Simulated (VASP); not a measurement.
A run of VASP 6.6.1 is set up as follows.

Contents of POSCAR:

```
Ge
1.0
    0.0000000000      2.9503484526      2.9503484526
    2.9503484526      0.0000000000      2.9503484526
    2.9503484526      2.9503484526      0.0000000000
Ge
2
Direct
    0.0000000000      0.0000000000      0.0000000000
    0.2500000000      0.2500000000      0.2500000000
```

Contents of INCAR.step1:

```
PREC = Accurate
ENCUT = 520
ISMEAR = -1
SIGMA = 0.02
LREAL = False
LASPH = True
NELM = 150
MAGMOM = 0 0 0 0 0 0
LSORBIT = True
GGA_COMPAT = False
NBANDS = 40
GGA = PE
ALGO = Normal
EDIFF = 1E-4
LWAVE = True
LCHARG = False
```

File INCAR.step2:

```
PREC = Accurate
ENCUT = 520
EDIFF = 1E-6
ISMEAR = -1
SIGMA = 0.02
LREAL = False
LASPH = True
NELM = 150
ALGO = Normal
ISIF = 2
LWAVE = False
LCHARG = False
MAGMOM = 0 0 0 0 0 0
LORBIT = 11
LSORBIT = True
GGA_COMPAT = False
LORBMOM = True
METAGGA = R2SCAN
LMIXTAU = True
NBANDS = 40
ISTART = 1
```

File KPOINTS:

```
regular mesh
0
Gamma
  8 8 8
```

Potentials or basis: VASP PAW PBE potentials, release 64 (Ge_d).

The run is started by

```sh
$ cat potpaw_PBE.64/Ge_d/POTCAR > POTCAR
$ cp INCAR.step1 INCAR
$ mpirun -np 1 vasp_ncl > vasp.out
$ cp INCAR.step2 INCAR
$ mpirun -np 1 vasp_ncl > vasp.out
```

Q: What does it give for the net moment?

A: 0.00 μB per cell.

Q: Estimate the pressure.

A: -6.2 GPa.

Moments on the atoms (μB; x, y, z):
```
Ge  0.00 0.00 0.00
Ge  0.00 0.00 0.00
```

Caveat: the cell differs from its parent crystal (strain +4.0%); the cell stands under tension; the PAW data sets were made with another functional, which shifts forces and pressure a little.
